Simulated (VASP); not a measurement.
A run of VASP 6.6.1:

File POSCAR:

```
CaSnF4
1.0
    3.9320515126      0.0000000000      0.0000000000
    0.0000000000      3.9320515126      0.0000000000
    0.0000000000      0.0000000000      5.6758200953
Ca Sn F
1 1 4
Direct
    0.0000000000      0.0000000000      0.5000000000
    0.5000000000      0.5000000000      0.0000000000
    0.5000000000      0.0000000000      0.2657380000
    0.5000000000      0.0000000000      0.7342620000
    0.0000000000      0.5000000000      0.7342620000
    0.0000000000      0.5000000000      0.2657380000
```

Contents of INCAR.step1:

```
SYSTEM = CaSnF4
ALGO = Normal
EDIFF = 1E-4
ENCUT = 520
GGA = PE
ISMEAR = 0
LASPH = .TRUE.
LCHARG = .FALSE.
LREAL = .FALSE.
LWAVE = .TRUE.
NBANDS = 35
NELM = 100
PREC = Accurate
SIGMA = 0.01
```

The input INCAR.step2:

```
SYSTEM = CaSnF4
ALGO = Normal
EDIFF = 1E-7
ENCUT = 520
ISIF = 2
ISMEAR = 0
ISTART = 1
LASPH = .TRUE.
LCHARG = .FALSE.
LMIXTAU = .TRUE.
LREAL = .FALSE.
LWAVE = .FALSE.
METAGGA = R2SCAN
NBANDS = 35
NELM = 100
PREC = Accurate
SIGMA = 0.01
```

KPOINTS

```
k-points
0
G
  6 6 4
  0 0 0
```

Potentials or basis: VASP PAW PBE potentials, release 64 (Ca_sv, Sn_d, F).

Run with:

```console
$ cat potpaw_PBE.64/Ca_sv/POTCAR potpaw_PBE.64/Sn_d/POTCAR potpaw_PBE.64/F/POTCAR > POTCAR
$ cp INCAR.step1 INCAR
$ mpirun -np 1 vasp_std > vasp.out
$ cp INCAR.step2 INCAR
$ mpirun -np 1 vasp_std > vasp.out
```

Hardware: 1 thread of Intel(R) Xeon(R) 6975P-C (Granite Rapids), with other jobs on the host.

Q: Estimate the wall time of this run.

A: Wall time 2.5 min on 1 thread of Intel(R) Xeon(R) 6975P-C (Granite Rapids), with other jobs on the host, peak memory 0.25 GiB. Counts: k points 30.
